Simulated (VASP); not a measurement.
# SnO (P4/nmm) in VASP: further runs, part 2 of 2

VASP 6.6.1. Earlier steps stand in the parts before.

**3. Electric field gradients, PBEsol (equal xx and yy strain of -2 %)**

File INCAR:

```
SYSTEM = SnO
ALGO = Normal ; EDIFF = 1E-8
ENCUT = 520 ; GGA = PS
ISIF = 2 ; ISMEAR = -1
LASPH = .TRUE. ; LCHARG = .FALSE.
LEFG = .TRUE. ; LREAL = .FALSE.
LWAVE = .FALSE. ; NBANDS = 28
NELM = 100 ; PREC = Accurate
SIGMA = 0.01
```

File KPOINTS:

```
k-points
0
G
  8 8 6
  0 0 0
```

File POSCAR:

```
SnO
1.0
    3.7259600000      0.0000000000      0.0000000000
    0.0000000000      3.7259600000      0.0000000000
    0.0000000000      0.0000000000      4.8360000000
Sn O
2 2
Direct
    0.0000000000      0.5000000000      0.2385000000
    0.5000000000      0.0000000000      0.7615000000
    0.0000000000      0.0000000000      0.0000000000
    0.5000000000      0.5000000000      0.0000000000
```

Potentials or basis: VASP PAW PBE potentials, release 64 (Sn_d, O).

On the command line:

```bash
> cat potpaw_PBE.64/Sn_d/POTCAR potpaw_PBE.64/O/POTCAR > POTCAR
> mpirun -np 1 vasp_std > vasp.out
```

OUTCAR:

```text
SYSTEM = SnO
   EDIFF = 1E-8
   ENCUT = 520
   GGA = PS
   ISIF = 2
   ISMEAR = -1
   LASPH = .TRUE.
   LREAL = .FALSE.
   NELM = 100
   PREC = Accurate

 ion  position               nearest neighbor table
   1  0.000  0.500  0.239-   3 2.19   4 2.19   3 2.19   4 2.19   2 3.50   2 3.50   2 3.50   2 3.50
                             2 3.65   2 3.65   2 3.65   2 3.65
   2  0.500  0.000  0.761-   3 2.19   4 2.19   4 2.19   3 2.19   1 3.50   1 3.50   1 3.50   1 3.50
                             1 3.65   1 3.65   1 3.65   1 3.65
   3  0.000  0.000  0.000-   1 2.19   2 2.19   1 2.19   2 2.19
   4  0.500  0.500  0.000-   1 2.19   2 2.19   2 2.19   1 2.19

  LATTYP: Found a simple tetragonal cell.
 ALAT       =     3.7259600000
 C/A-ratio  =     1.2979205359

  Lattice vectors:

 A1 = (   3.7259600000,   0.0000000000,   0.0000000000)
 A2 = (   0.0000000000,   3.7259600000,   0.0000000000)
 A3 = (   0.0000000000,   0.0000000000,   4.8360000000)

Analysis of symmetry for initial positions (statically):
=====================================================================
[... 953 lines left out ...]
      1.86298      0.00000      3.68261         0.000000     -0.000000     -0.663535
      0.00000      0.00000      0.00000         0.000000     -0.000000      0.000000
      1.86298      1.86298      0.00000        -0.000000      0.000000      0.000000
 -----------------------------------------------------------------------------------
    total drift:                                0.000000      0.000000      0.000000

  FREE ENERGIE OF THE ION-ELECTRON SYSTEM (eV)
  ---------------------------------------------------
  free  energy   TOTEN  =       -24.1579261158 eV

  energy  without entropy=      -24.1577759837  energy(sigma->0) =      -24.15785105

 Electric field gradients (V/A^2)
---------------------------------------------------------------------
 ion       V_xx      V_yy      V_zz      V_xy      V_xz      V_yz
---------------------------------------------------------------------
   1      86.728    86.728  -173.456    -0.000     0.000    -0.000
   2      86.728    86.728  -173.456    -0.000     0.000     0.000
   3      -3.979    -3.979     7.958    -0.000    -0.000     0.000
   4      -3.979    -3.979     7.958    -0.000    -0.000    -0.000
---------------------------------------------------------------------

 Electric field gradients after diagonalization (V/A^2)
 (convention: |V_zz| > |V_xx| > |V_yy|)
----------------------------------------------------------------------
 ion       V_xx      V_yy      V_zz     asymmetry (V_yy - V_xx)/ V_zz
----------------------------------------------------------------------
   1      86.728    86.728  -173.456       0.000
   2      86.728    86.728  -173.456       0.000
   3      -3.979    -3.979     7.958       0.000
   4      -3.979    -3.979     7.958       0.000
----------------------------------------------------------------------

           NMR quadrupolar parameters

 Cq : quadrupolar parameter    Cq=e*Q*V_zz/h
 eta: asymmetry parameters     (V_yy - V_xx)/ V_zz
 Q  : nuclear electric quadrupole moment in mb (millibarn)
----------------------------------------------------------------------
 ion       Cq(MHz)       eta       Q (mb)
----------------------------------------------------------------------
   1      -0.419       0.000       1.000
   2      -0.419       0.000       1.000
   3       0.019       0.000       1.000
   4       0.019       0.000       1.000
----------------------------------------------------------------------
```

stdout:

```text
POSCAR found type information on POSCAR SnO
 POSCAR found :  2 types and       4 ions
 scaLAPACK will be used
 -----------------------------------------------------------------------------
|                                                                             |
|                                                                             |
|     You enforced a specific xc type in the INCAR file but a different       |
|     I HOPE YOU KNOW WHAT YOU ARE DOING!                                     |
|                                                                             |
 -----------------------------------------------------------------------------

 LDA part: xc-table for (Slater+PW92), standard interpolation
 POSCAR, INCAR and KPOINTS ok, starting setup
 FFT: planning ... GRIDC
 FFT: planning ... GRID_SOFT
 FFT: planning ... GRID
 WAVECAR not read
 entering main loop
ion   1

ion   2

ion   3

ion   4
```

Wall time 1.7 min (1 thread of Intel Xeon Platinum 8259CL at 2.50GHz (Skylake/Cascade Lake), shared host); peak memory 0.23 GiB.

What came out:

* Free energy: -24.1579 eV
* Pressure: 4.8 GPa
* Largest force: 0.664 eV/Å
* Band gap on the k mesh: zero (bands 20 and 21 overlap by 0.24 eV)
* Largest electric field gradient by atom: Sn -173.5; O +8.0 V/Å²

Forces on the atoms (eV/Å):
```
Sn   0.000  0.000  0.664
Sn   0.000  0.000 -0.664
O    0.000  0.000  0.000
O    0.000  0.000  0.000
```

Stress tensor (GPa, compression positive):
```
5.82 0.00 0.00
0.00 5.82 0.00
0.00 0.00 2.82
```

Levels at points of the mesh, in eV from the Fermi level:
| k point | band 17 | band 18 | band 19 | band 20 | band 21 | band 22 | band 23 | band 24 |
| --- | --- | --- | --- | --- | --- | --- | --- | --- |
| (0.00, 0.00, 0.00) | -3.90 | -3.50 | -3.50 | 0.02 | 2.12 | 4.08 | 4.64 | 4.64 |
| (0.50, 0.00, 0.00) | -5.30 | -5.30 | -3.08 | -3.08 | 3.06 | 3.06 | 5.96 | 5.96 |
| (0.50, 0.50, 0.00) | -2.81 | -2.81 | -2.09 | -2.09 | -0.22 | -0.22 | 4.12 | 4.12 |
| (0.00, 0.00, 0.50) | -3.51 | -3.51 | -3.17 | -2.69 | 1.60 | 2.80 | 2.80 | 3.72 |
| (0.50, 0.00, 0.50) | -5.27 | -5.27 | -2.03 | -2.03 | 2.40 | 2.40 | 5.44 | 5.44 |
| (0.50, 0.50, 0.50) | -2.90 | -2.90 | -2.81 | -2.81 | 2.07 | 2.07 | 3.87 | 3.87 |

Electric field gradients, principal values (V/Å²):
| atom | least | middle | greatest (by size) |
| --- | --- | --- | --- |
| 1 Sn | 86.728 | 86.728 | -173.456 |
| 2 Sn | 86.728 | 86.728 | -173.456 |
| 3 O | -3.979 | -3.979 | 7.958 |
| 4 O | -3.979 | -3.979 | 7.958 |

Caveat: the cell differs from its parent crystal (equal xx and yy strain of -2 %); the cell stands under pressure; semilocal functionals underestimate gaps, and a narrow one can read as zero; without QUAD_EFG the Cq values of the log hold for a quadrupole moment of 1 mb, not for the nuclei; the PAW data sets were made with another functional, which shifts forces and pressure a little; spin-orbit coupling is left out, which moves the levels of the heavy elements.
